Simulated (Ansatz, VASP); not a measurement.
One calculation of GaAs, two programs

The input INCAR:

```
SYSTEM = GaAs
PREC = Accurate ; ENCUT = 520
EDIFF = 1E-7 ; ISMEAR = -1
SIGMA = 0.02 ; LREAL = .FALSE.
LASPH = .TRUE. ; NELM = 100
ALGO = Normal ; ISIF = 2
LWAVE = .FALSE. ; LCHARG = .FALSE.
GGA = PE ; NBANDS = 16
```

The input KPOINTS:

```
Automatic mesh
0
G
  8 8 8
  0 0 0
```

The input POSCAR:

```
GaAs
1.0
    0.0000000000      2.8330850953      2.8330850953
    2.8330850953      0.0000000000      2.8330850953
    2.8330850953      2.8330850953      0.0000000000
Ga As
1 1
Direct
    0.0000000000      0.0000000000      0.0000000000
    0.2500000000      0.2500000000      0.2500000000
```

Input for Ansatz:

```yaml
crystal:
  lattice:
    - [0.0, 2.8330850953, 2.8330850953]
    - [2.8330850953, 0.0, 2.8330850953]
    - [2.8330850953, 2.8330850953, 0.0]
  atoms:
    - { symbol: Ga, position: [0.0, 0.0, 0.0] }
    - { symbol: As, position: [0.25, 0.25, 0.25] }
kpoints:
  mp_grid: { grid: [8, 8, 8] }
  band_path:
    path:
      - [0.0, 0.0, 0.0]
      - [-0.5, -0.5, 0.0]
      - [-0.375, -0.375, 0.25]
      - [-0.375, 0.0, 0.375]
      - [0.0, 0.0, 0.5]
      - [-0.5, -0.25, 0.25]
    npoints: 1
hamiltonian:
  xc: pbe
scf:
  occupations: { method: fermi_dirac, width: 0.02 }
  n_extra_bands: 4
output:
  forces: true
  stress: true
  eigenvalues: true
```

Alike in both runs: task single point; functional PBE; k mesh 8 × 8 × 8; occupations fermi-dirac, width 0.02 eV; no spin polarisation.

|  | VASP | Ansatz |
| --- | --- | --- |
| version | VASP 6.6.1 | Ansatz 0.2.0 |
| potentials or method | VASP PAW PBE potentials, release 64 (Ga_d, As) | plane waves, PAW |
| plane-wave cutoff (eV) | 520 | 420 |
| valence electrons in the cell | 18 | 28 |

Ansatz gave:

* pressure (GPa): 2.8

Which values does VASP return?

Pressure (GPa): 3.0.

With one functional, cell and mesh, what is left measures potentials, basis and numerics. VASP's potentials hold 18 valence electrons a cell and Ansatz's 28, so a difference there can come from the potentials and not from the codes.
